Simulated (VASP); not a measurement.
# Ti (P6_3/mmc) in VASP: further runs

The runs below take Ti through single point, with PBE.

Program: VASP 6.6.1. These are calculated values, not measurements. Logs are shortened: lines on timing, memory, paths and dates and some standing lists are left out, and cuts for length are marked.

## (1) The cell of the first run

It takes space group P6_3/mmc (No. 194, hexagonal). The conventional cell has a = 2.638 Å, b = 2.638 Å, c = 4.222 Å, α = 90.00°, β = 90.00°, γ = 120.00°. Within 3.4 Å of Ti (site symmetry -6m2) lie 12 Ti at 2.60 to 2.64 Å.

## (2) Single point, PBE

Input file INCAR:

```
PREC = Accurate
ENCUT = 520
EDIFF = 1E-6
ISMEAR = -1
SIGMA = 0.05
LREAL = False
LASPH = True
NELM = 80
ALGO = Normal
ISIF = 2
LWAVE = False
LCHARG = True
GGA = PE
LELF = True
LVHAR = True
NBANDS = 19
```

Input file KPOINTS:

```
regular mesh
0
Gamma
  8 8 4
```

Input file POSCAR:

```
Ti
1.0
    2.6376048180      0.0000000000      0.0000000000
   -1.3188024090      2.2842327775      0.0000000000
    0.0000000000      0.0000000000      4.2222196597
Ti
2
Direct
    0.3333333333      0.6666666667      0.2500000000
    0.6666666667      0.3333333333      0.7500000000
```

Potentials or basis: VASP PAW PBE potentials, release 64 (Ti_sv).

Started as:

```bash
$ cat potpaw_PBE.64/Ti_sv/POTCAR > POTCAR
$ mpirun -np 1 vasp_std > vasp.out
```

OUTCAR:

```text
PREC = Accurate
   ENCUT = 520
   EDIFF = 1E-6
   ISMEAR = -1
   LREAL = False
   LASPH = True
   NELM = 80
   ISIF = 2
   GGA = PE

 ion  position               nearest neighbor table
   1  0.333  0.667  0.250-   2 2.60   2 2.60   2 2.60   2 2.60   2 2.60   2 2.60
   2  0.667  0.333  0.750-   1 2.60   1 2.60   1 2.60   1 2.60   1 2.60   1 2.60

  LATTYP: Found a hexagonal cell.
 ALAT       =     2.6376048180
 C/A-ratio  =     1.6007779599

  Lattice vectors:

 A1 = (   2.6376048180,   0.0000000000,   0.0000000000)
 A2 = (  -1.3188024090,   2.2842327775,   0.0000000000)
 A3 = (   0.0000000000,   0.0000000000,   4.2222196597)

Analysis of symmetry for initial positions (statically):
=====================================================================
 Subroutine PRICEL returns:
 Original cell was already a primitive cell.

 Routine SETGRP: Setting up the symmetry group for a
 hexagonal supercell.

 Subroutine GETGRP returns: Found 24 space group operations
 (whereof 12 operations were pure point group operations)
 out of a pool of 24 trial point group operations.

The static configuration has the point symmetry D_3d.
 The point group associated with its full space group is D_6h.

Analysis of symmetry for dynamics (positions and initial velocities):
=====================================================================
 Subroutine PRICEL returns:
 Original cell was already a primitive cell.

 Routine SETGRP: Setting up the symmetry group for a
 hexagonal supercell.

 Subroutine GETGRP returns: Found 24 space group operations
 (whereof 12 operations were pure point group operations)
 out of a pool of 24 trial point group operations.

The dynamic configuration has the point symmetry D_3d.
 The point group associated with its full space group is D_6h.

 Subroutine INISYM returns: Found 24 space group operations
 (whereof 12 operations are pure point group operations),
 and found     1 'primitive' translations

----------------------------------------------------------------------------------------

                                     Primitive cell

  volume of cell :      25.4385

  direct lattice vectors                    reciprocal lattice vectors
     2.637604818  0.000000000  0.000000000     0.379131852  0.218891877  0.000000000
    -1.318802409  2.284232778  0.000000000     0.000000000  0.437783754  0.000000000
     0.000000000  0.000000000  4.222219660     0.000000000  0.000000000  0.236842249

  length of vectors
     2.637604818  2.637604818  4.222219660     0.437783754  0.437783754  0.236842249

  position of ions in fractional coordinates (direct lattice)
     0.333333333  0.666666667  0.250000000
     0.666666667  0.333333333  0.750000000

  ion indices of the primitive-cell ions
   primitive index   ion index
                 1           1
                 2           2

----------------------------------------------------------------------------------------

 KPOINTS: regular mesh

Automatic generation of k-mesh.
 Grid dimensions read from file:
 generate k-points for:    8    8    4

 Generating k-lattice:

  Cartesian coordinates                     Fractional coordinates (reciprocal lattice)
     0.047391482  0.027361485  0.000000000     0.125000000  0.000000000  0.000000000
     0.000000000  0.054722969  0.000000000     0.000000000  0.125000000  0.000000000
     0.000000000  0.000000000  0.059210562     0.000000000  0.000000000  0.250000000

  Length of vectors
     0.054722969  0.054722969  0.059210562

  Shift w.r.t. Gamma in fractional coordinates (k-lattice)
     0.000000000  0.000000000  0.000000000

 Subroutine IBZKPT returns following result:
 ===========================================

 Found     30 irreducible k-points:

 Following reciprocal coordinates:
            Coordinates               Weight
  0.000000  0.000000  0.000000      1.000000
  0.125000  0.000000  0.000000      6.000000
  0.250000  0.000000  0.000000      6.000000
  0.375000  0.000000  0.000000      6.000000
  0.500000  0.000000  0.000000      3.000000
  0.125000  0.125000  0.000000      6.000000
[... 16 lines left out ...]
  0.250000  0.000000  0.500000      6.000000
  0.375000  0.000000  0.500000      6.000000
 [... further k-points ...]
   k-points           NKPTS =     30   k-points in BZ     NKDIM =     30   number of bands    NBANDS=     19
   number of dos      NEDOS =    301   number of ions     NIONS =      2
   total plane-waves  NPLWV =  12800
   dimension x,y,z NGX =    20 NGY =   20 NGZ =   32
   dimension x,y,z NGXF=    40 NGYF=   40 NGZF=   64
   ions per type =               2
   NGX,Y,Z   is equivalent  to a cutoff of  12.61, 12.61, 12.60 a.u.
   NGXF,Y,Z  is equivalent  to a cutoff of  25.21, 25.21, 25.20 a.u.
 SYSTEM =  unknown system
   PREC   = accura    normal or accurate (medium, high low for compatibility)
   ISTART =      0    job   : 0-new  1-cont  2-samecut
   ICHARG =      2    charge: 1-file 2-atom 10-const
   ISPIN  =      1    spin polarized calculation?
   LNONCOLLINEAR =      F non collinear calculations
   LSORBIT =      F    spin-orbit coupling
   LASPH  =      T    aspherical Exc in radial PAW
   ENCUT  =  520.0 eV  38.22 Ry    6.18 a.u.   4.90  4.90  7.85*2*pi/ulx,y,z
   NELM   =     80;   NELMIN=  2; NELMDL= -5     # of ELM steps
   EDIFF  = 0.1E-05   stopping-criterion for ELM
   LREAL  =      F    real-space projection
   EDIFFG = 0.1E-04   stopping-criterion for IOM
   NSW    =      0    number of steps for IOM
   IBRION =     -1    ionic relax: 0-MD 1-quasi-New 2-CG
   NFREE  =      0    steps in history (QN), initial steepest desc. (CG)
   ISIF   =      2    stress and relaxation
   ISYM   =      2    0-nonsym 1-usesym 2-fastsym
   POTIM  = 0.5000    time-step for ionic-motion
   TEBEG  =    0.0;   TEEND  =   0.0 temperature during run
   PSTRESS=    0.0 pullay stress
   NELECT =      24.0000    total number of electrons
   NUPDOWN=      -1.0000    fix difference up-down
   EMIN   =  10.00;   EMAX   =-10.00  energy-range for DOS
   EFERMI =   0.00;   METHOD = LEGACY
   ISMEAR =    -1;   SIGMA  =   0.05  broadening in eV -4-tet -1-fermi 0-gaus
   EFERMI_NEDOS =   21; number of points for ismear=-14 and -15
   IALGO  =     38    algorithm
   IMIX   =      4    mixing-type and parameters
     AMIX     =   0.40;   BMIX     =  1.00
     AMIX_MAG =   1.60;   BMIX_MAG =  1.00
  volume/ion in A,a.u.               =      12.72        85.83
  Fermi-wavevector in a.u.,A,eV,Ry     =   1.605640  3.034220 35.076921  2.578081
  Thomas-Fermi vector in A             =   2.701955
   LORBIT       =      0    0 simple, 1 ext, 2 COOP (PROOUT), +10 PAW based schemes
   GGA     = PE    functional components
   LHFCALC =     F    Hartree Fock is set to
   AEXX    =    0.0000 exact exchange contribution
   IVDW    =     0    specifies the selected vdW correction
   LEPSILON=     F    determine dielectric tensor
   LRPA    =     F    only Hartree local field effects (RPA)
 non-spin polarized calculation
  energy-cutoff  :      520.00
  volume of cell :       25.44
 maximum number of plane-waves:       698
 NGX is ok and might be reduce to    20
   NGX =  9   NGY =  9   NGZ = 15

 number of electron      23.9999990 magnetization

 Free energy of the ion-electron system (eV)
  ---------------------------------------------------
  ext. energy  EPLUGINS =         0.00000000
  ---------------------------------------------------
  free energy    TOTEN  =       -14.33481193 eV

  energy without entropy =      -14.31743533  energy(sigma->0) =      -14.32612363

 E-fermi :  12.1155     XC(G=0): -13.0526

 val. band max:       12.1153898715   @ k =   0.1250   0.0000   0.0000
 cond. band min:      12.1391419952   @ k =   0.2500   0.2500   0.0000
 fundamental gap:      0.0237521237
 Fermi energy:        12.1155285267

 k-point     1 :       0.0000    0.0000    0.0000
  band No.  band energies     occupation
      1     -44.4458      2.00000
      2     -44.0087      2.00000
      3     -21.4952      2.00000
      4     -19.9061      2.00000
      5     -19.9061      2.00000
      6     -19.6936      2.00000
[... 11 lines left out ...]
     18      14.3160      0.00000
     19      16.5462      0.00000

 k-point     2 :       0.1250    0.0000    0.0000
  band No.  band energies     occupation
      1     -44.3957      2.00000
      2     -43.9871      2.00000
      3     -21.4077      2.00000
      4     -20.0987      2.00000
      5     -19.9666      2.00000
      6     -19.8708      2.00000
[... 11 lines left out ...]
     18      14.1040      0.00000
     19      16.7368      0.00000

 k-point     3 :       0.2500    0.0000    0.0000
  band No.  band energies     occupation
      1     -44.2675      2.00000
      2     -43.9398      2.00000
      3     -21.1723      2.00000
      4     -20.5646      2.00000
      5     -20.3124      2.00000
      6     -20.1024      2.00000
[... 11 lines left out ...]
     18      15.2091      0.00000
     19      17.0149      0.00000

 k-point     4 :       0.3750    0.0000    0.0000
  band No.  band energies     occupation
      1     -44.1214      2.00000
      2     -43.9073      2.00000
      3     -21.0258      2.00000
      4     -20.8710      2.00000
      5     -20.7228      2.00000
      6     -20.2292      2.00000
[... 11 lines left out ...]
     18      16.5428      0.00000
     19      17.1681      0.00000

 k-point     5 :       0.5000    0.0000    0.0000
  band No.  band energies     occupation
      1     -44.0472      2.00000
      2     -43.9066      2.00000
      3     -21.2142      2.00000
      4     -20.8863      2.00000
      5     -20.6926      2.00000
      6     -20.2798      2.00000
[... 11 lines left out ...]
     18      17.2659      0.00000
     19      18.5282      0.00000

 k-point     6 :       0.1250    0.1250    0.0000
  band No.  band energies     occupation
      1     -44.3064      2.00000
      2     -43.9527      2.00000
      3     -21.2458      2.00000
      4     -20.3596      2.00000
      5     -20.2824      2.00000
      6     -19.9966      2.00000
[... 11 lines left out ...]
     18      15.0597      0.00000
     19      16.8652      0.00000

 k-point     7 :       0.2500    0.1250    0.0000
  band No.  band energies     occupation
      1     -44.1677      2.00000
      2     -43.9138      2.00000
      3     -20.9724      2.00000
      4     -20.7929      2.00000
      5     -20.6146      2.00000
      6     -20.2030      2.00000
[... 11 lines left out ...]
     18      16.6431      0.00000
     19      16.9700      0.00000

 k-point     8 :       0.3750    0.1250    0.0000
  band No.  band energies     occupation
      1     -44.0488      2.00000
      2     -43.9053      2.00000
      3     -21.1124      2.00000
      4     -20.8081      2.00000
      5     -20.6986      2.00000
      6     -20.3664      2.00000
[... 256 lines left out ...]
 k-point    20 :       0.3750    0.2500    0.2500
  band No.  band energies     occupation
      1     -43.9712      2.00000
      2     -43.9293      2.00000
      3     -21.0811      2.00000
      4     -20.9355      2.00000
      5     -20.7315      2.00000
      6     -20.3812      2.00000
[... 11 lines left out ...]
     18      16.8517      0.00000
     19      20.4464      0.00000

 k-point    21 :       0.0000    0.0000    0.5000
  band No.  band energies     occupation
      1     -44.2317      2.00000
      2     -44.2317      2.00000
      3     -20.6261      2.00000
      4     -20.6261      2.00000
      5     -19.7916      2.00000
      6     -19.7916      2.00000
[... 11 lines left out ...]
     18      16.0459      0.00000
     19      16.0459      0.00000

 k-point    22 :       0.1250    0.0000    0.5000
  band No.  band energies     occupation
      1     -44.1951      2.00000
      2     -44.1951      2.00000
      3     -20.6579      2.00000
      4     -20.6579      2.00000
      5     -19.9180      2.00000
      6     -19.9180      2.00000
[... 11 lines left out ...]
     18      15.9816      0.00000
     19      16.2373      0.00000

 k-point    23 :       0.2500    0.0000    0.5000
  band No.  band energies     occupation
      1     -44.1058      2.00000
      2     -44.1058      2.00000
      3     -20.8504      2.00000
      4     -20.8504      2.00000
      5     -20.0945      2.00000
      6     -20.0945      2.00000
[... 11 lines left out ...]
     18      16.0133      0.00000
     19      16.7254      0.00000

 k-point    24 :       0.3750    0.0000    0.5000
  band No.  band energies     occupation
      1     -44.0148      2.00000
      2     -44.0148      2.00000
      3     -21.1729      2.00000
      4     -21.1729      2.00000
      5     -20.1243      2.00000
      6     -20.1243      2.00000
[... 11 lines left out ...]
     18      16.6338      0.00000
     19      17.2652      0.00000

 [... further k-points ...]
[... 5 lines left out ...]
  --------------------------------------------------------------------------------------
  -------------------------------------------------------------------------------------
  Total        9.3567733      9.3567733      9.3503120      0.0000000     -0.0000000      0.0000000
  in kB      589.3126687    589.3126687    588.9057224      0.0000000     -0.0000000      0.0000000
  external PRESSURE =     589.1770199 kB  Pullay stress =       0.0000000 kB

 VOLUME and BASIS-vectors are now :
 -----------------------------------------------------------------------------
  energy-cutoff  :      520.00
  volume of cell :       25.44
      direct lattice vectors                 reciprocal lattice vectors
     2.637604818  0.000000000  0.000000000     0.379131852  0.218891877  0.000000000
    -1.318802409  2.284232778  0.000000000     0.000000000  0.437783754  0.000000000
     0.000000000  0.000000000  4.222219660     0.000000000  0.000000000  0.236842249

 POSITION                                       TOTAL-FORCE (eV/Angst)
 -----------------------------------------------------------------------------------
     -0.00000      1.52282      1.05555        -0.000000      0.000000      0.000000
      1.31880      0.76141      3.16666         0.000000     -0.000000      0.000000
 -----------------------------------------------------------------------------------
    total drift:                                0.000000     -0.000000      0.000000

  FREE ENERGIE OF THE ION-ELECTRON SYSTEM (eV)
  ---------------------------------------------------
  free  energy   TOTEN  =       -14.3348119261 eV

  energy  without entropy=      -14.3174353258  energy(sigma->0) =      -14.32612363
```

Wall time 8.1 s (1 thread of AMD EPYC 9R45 (Zen 5), shared host); peak memory 0.11 GiB.

Results:

- Free energy: -14.3348 eV
- Pressure: 58.9 GPa
- Band gap on the k mesh: zero (band 12 reaches 12.94 eV, above the bottom of band 13 at 12.04 eV)

Levels at points of the mesh, in eV from the Fermi level:
```tsv
k point	band 10	band 11	band 12	band 13	band 14	band 15
(0.00, 0.00, 0.00)	-3.62	0.82	0.82	0.92	1.57	1.57
(0.50, 0.00, 0.00)	-2.90	-2.81	0.00	0.46	0.86	1.59
(0.00, 0.00, 0.50)	-4.52	-0.02	-0.02	0.72	0.72	0.72
(0.50, 0.00, 0.50)	-3.58	-1.43	-1.43	2.33	2.33	2.50
```

Caveat: the k points lie up to 0.37 Å⁻¹ apart.

## (3) Single point, PBE

This run uses another cell than the first one, of 13.74 Å³/atom, 1.080 times its volume.

Input file INCAR:

```
PREC = Accurate
ENCUT = 520
EDIFF = 1E-6
ISMEAR = -1
SIGMA = 0.05
LREAL = F
LASPH = T
NELM = 60
ALGO = Normal
ISIF = 2
LWAVE = F
LCHARG = T
GGA = PE
LELF = T
LVHAR = T
NBANDS = 19
```

KPOINTS is that of step 2.

Input file POSCAR:

```
Ti
1.0
    2.7135850097      0.0000000000      0.0000000000
   -1.3567925048      2.3500335537      0.0000000000
    0.0000000000      0.0000000000      4.3096800851
Ti
2
Direct
    0.3333333333      0.6666666667      0.2500000000
    0.6666666667      0.3333333333      0.7500000000
```

Potentials or basis: VASP PAW PBE potentials, release 64 (Ti_sv).

Started as:

```bash
$ cat potpaw_PBE.64/Ti_sv/POTCAR > POTCAR
$ mpirun -np 1 vasp_std > vasp.out
```

Wall time 8.5 s (1 thread of AMD EPYC 9R45 (Zen 5), shared host); peak memory 0.11 GiB.

The run converged. Its results:

* Free energy: -14.9566 eV
* Pressure: 39.1 GPa
* Band gap on the k mesh: zero (band 12 reaches 11.91 eV, above the bottom of band 13 at 10.97 eV)

Levels at points of the mesh, in eV from the Fermi level:
```tsv
k point	band 8	band 9	band 10	band 11	band 12	band 13	band 14	band 15	band 16	band 17
(0.00, 0.00, 0.00)	-32.04	-6.70	-3.37	0.82	0.82	0.98	1.51	1.51	1.60	2.02
(0.50, 0.00, 0.00)	-32.19	-3.02	-2.69	-2.59	-0.25	0.45	0.82	1.50	4.38	4.70
(0.00, 0.00, 0.50)	-32.14	-4.52	-4.52	0.03	0.03	0.70	0.70	0.70	0.70	3.63
(0.50, 0.00, 0.50)	-32.36	-3.29	-3.29	-1.22	-1.22	2.13	2.13	2.16	2.16	4.57
```

Caveat: the k points lie up to 0.36 Å⁻¹ apart.
